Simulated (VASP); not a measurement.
## HfB2: single point with PBE

HfB2:

```
Hf B
1.0
     3.14000    0.00000    0.00000
    -1.57000    2.71932    0.00000
     0.00000    0.00000    3.48000
Hf B
1 2
Cartesian
  0.0000 0.0000 0.0000
  1.5700 0.9064 1.7400
  0.0000 1.8129 1.7400
```

```yaml
Program: VASP 6.6.1
Task: single point
Functional: PBE
Potentials_or_basis: VASP PAW PBE potentials, release 64 (Hf_pv, B)
Cutoff: 520 eV
k_mesh: 10 × 10 × 8
Occupations: gaussian, width 0.025 eV
Spin: no spin polarisation
Dipole_correction: no
Further_INCAR_settings: ALGO = Normal; EDIFF = 1e-06; NBANDS = 15
```

```yaml
Pressure: 1.0 GPa
Band_gap_on_the_k_mesh: zero (band 8 reaches 8.26 eV, above the bottom of band 9 at 7.43 eV)
```

Stress tensor (GPa, compression positive):
```
0.71 0.00 0.00
0.00 0.71 0.00
0.00 0.00 1.59
```

Levels at points of the mesh, in eV from the Fermi level:
```
           k point  band 4  band 5  band 6  band 7  band 8  band 9  band 10  band 11  band 12  band 13
(0.00, 0.00, 0.00)  -13.59   -2.84   -2.74   -2.74   -2.62    4.19     4.19     4.82     4.82     5.15
(0.50, 0.00, 0.00)   -9.61   -8.89   -3.97   -3.27   -2.70    2.27     2.89     5.74     5.88     6.46
(0.00, 0.00, 0.50)  -11.18   -8.21   -1.03   -1.03    0.48    0.48     1.16     1.16     2.39     5.24
(0.50, 0.00, 0.50)  -10.18   -7.35   -4.80   -4.55   -2.51    4.16     4.32     6.41     7.36     7.51
```

Run time: 16 s on 1 thread of AMD EPYC 9R45 96-Core Processor (Zen 5), with other jobs on the host, peak memory 0.13 GiB.

Caveat: spin-orbit coupling is left out, which moves the levels of the heavy elements.
